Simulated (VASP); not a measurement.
Runs of VASP 6.6.1 on KF. It takes space group F-43m (No. 216, cubic). Conventional cell: a = 5.871 Å, b = 5.871 Å, c = 5.871 Å, α = 90.00°, β = 90.00°, γ = 90.00°. K (site symmetry -43m) has 4 F at 2.54 Å within 3.4 Å. F (site symmetry -43m) has 4 K at 2.54 Å within 3.4 Å. 

```csv
level,potentials or basis,k mesh,grid for exact exchange (PRECFOCK),share of exact exchange,screening parameter,gap on the mesh (eV),pressure (GPa)
PBE,"VASP PAW PBE potentials, release 64 (K_sv, F)",6 × 6 × 6,-,-,-,5.16,0.9
PBE,"VASP PAW PBE potentials, release 64 (K_sv, F)",4 × 4 × 4,-,-,-,5.16,0.9
LDA,"VASP PAW LDA potentials, release 64 (K_sv, F)",4 × 4 × 4,-,-,-,(b),(a)
HSE06,"VASP PAW PBE potentials, release 64 (K_sv, F)",4 × 4 × 4,Normal,0.25,0.2079 1/Å,7.03,0.5
r2SCAN,"VASP PAW PBE potentials, release 64 (K_sv, F)",4 × 4 × 4,-,-,-,5.74,0.0
```

Alike in all rows: task single point; no spin polarisation; cell as given; cutoff (eV) 520; smearing gaussian 0.01 eV.

**Question.** Fill in the values left out.

**Answer.** (a) -2.0; (b) 4.92.

Caveats: some runs use coarse meshes; the PAW data sets were made with another functional, which shifts forces and pressure a little (at least some runs).

A k mesh can miss the band edges.
